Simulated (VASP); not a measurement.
A run of VASP 6.6.1:

INCAR

```
SYSTEM = RbBr
  PREC = Accurate
  ENCUT = 520
  EDIFF = 1E-8
  ISMEAR = -1
  SIGMA = 0.02
  LREAL = .FALSE.
  LASPH = .TRUE.
  NELM = 60
  ALGO = Normal
  ISIF = 2
  LWAVE = .FALSE.
  LCHARG = .FALSE.
  GGA = PE
  LEFG = .TRUE.
  NBANDS = 15
```

The input KPOINTS:

```
Automatic mesh
0
G
  6 6 6
  0 0 0
```

POSCAR

```
RbBr
1.0
    0.0000000000      3.4726038566      3.4726038566
    3.4726038566      0.0000000000      3.4726038566
    3.4726038566      3.4726038566      0.0000000000
Rb Br
1 1
Direct
    0.0000000000      0.0000000000      0.0000000000
    0.5000000000      0.5000000000      0.5000000000
```

Potentials or basis: VASP PAW PBE potentials, release 64 (Rb_sv, Br).

The run is started by

```console
$ cat potpaw_PBE.64/Rb_sv/POTCAR potpaw_PBE.64/Br/POTCAR > POTCAR
$ mpirun -np 1 vasp_std > vasp.out
```

Hardware: 1 thread of Intel(R) Xeon(R) Platinum 8488C (Sapphire Rapids), with other jobs on the host.

Problem. How long does it take, and how much memory?

Solution. It took 19 s on 1 thread of Intel(R) Xeon(R) Platinum 8488C (Sapphire Rapids), with other jobs on the host, peak memory 0.24 GiB. Counts: scf iterations 15, k points 16.
